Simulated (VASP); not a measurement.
Here is a VASP 6.6.1 calculation.

Contents of INCAR:

```
PREC = Accurate ; ENCUT = 520
EDIFF = 1E-6 ; ISMEAR = 0
SIGMA = 0.15 ; LREAL = False
LASPH = True ; NELM = 80
ALGO = Fast ; ISIF = 2
LWAVE = False ; LCHARG = True
GGA = PE ; LELF = True
LVHAR = True ; NBANDS = 11
```

KPOINTS

```
Automatic mesh
0
Gamma
  20 20 20
```

Contents of POSCAR:

```
Pd
1.0
    0.0000000000      1.9449000000      1.9935225000
    1.9449000000      0.0000000000      1.9935225000
    1.9449000000      1.9449000000      0.0000000000
Pd
1
Direct
    0.0000000000      0.0000000000      0.0000000000
```

Potentials or basis: VASP PAW PBE potentials, release 64 (Pd).

The run is started by

```console
$ cat potpaw_PBE.64/Pd/POTCAR > POTCAR
$ mpirun -np 1 vasp_std > vasp.out
```

Question: What does it give for the pressure?

Answer: 2.6 GPa.

Question: Estimate the band gap on the k mesh.

Answer: Zero (bands 5 and 6 overlap by 1.61 eV).

Stress tensor (GPa, compression positive):
```
3.07 0.00 0.00
0.00 3.07 0.00
0.00 0.00 1.67
```

Caveat: the cell differs from its parent crystal (strain +0.000 along x and y, +0.025 along z).
